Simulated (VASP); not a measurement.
Here is a VASP 6.6.1 calculation.

The input INCAR:

```
SYSTEM = Te
  ALGO = Normal
  EDIFF = 1E-7
  ENCUT = 520
  GGA = RE
  ISIF = 2
  ISMEAR = -1
  LASPH = .TRUE.
  LCHARG = .FALSE.
  LREAL = .FALSE.
  LWAVE = .FALSE.
  NBANDS = 16
  NELM = 60
  PREC = Accurate
  SIGMA = 0.05
```

File KPOINTS:

```
k-points
0
G
  5 5 3
  0 0 0
```

The input POSCAR:

```
Te
1.0
    4.7473994357      0.0000000000      0.0000000000
   -2.3736997178      4.1113685132      0.0000000000
    0.0000000000      0.0000000000      5.8967267670
Te
3
Direct
    0.2517707349      0.0000000000      0.3333333333
    0.0000000000      0.2517707349      0.6666666667
    0.7482292651      0.7482292651      0.0000000000
```

Potentials or basis: VASP PAW PBE potentials, release 64 (Te).

Run with:

```sh
$ cat potpaw_PBE.64/Te/POTCAR > POTCAR
$ mpirun -np 1 vasp_std > vasp.out
```

(1) What does it give for the pressure?

(2) Estimate the largest force.

(3) Estimate the band gap on the k mesh.

Answers

(1) 0.0 GPa.

(2) 0.007 eV/Å.

(3) 1.02 eV (least direct gap 1.40 eV).

Caveat: the PAW data sets were made with another functional, which shifts forces and pressure a little; spin-orbit coupling is left out, which moves the levels of the heavy elements.
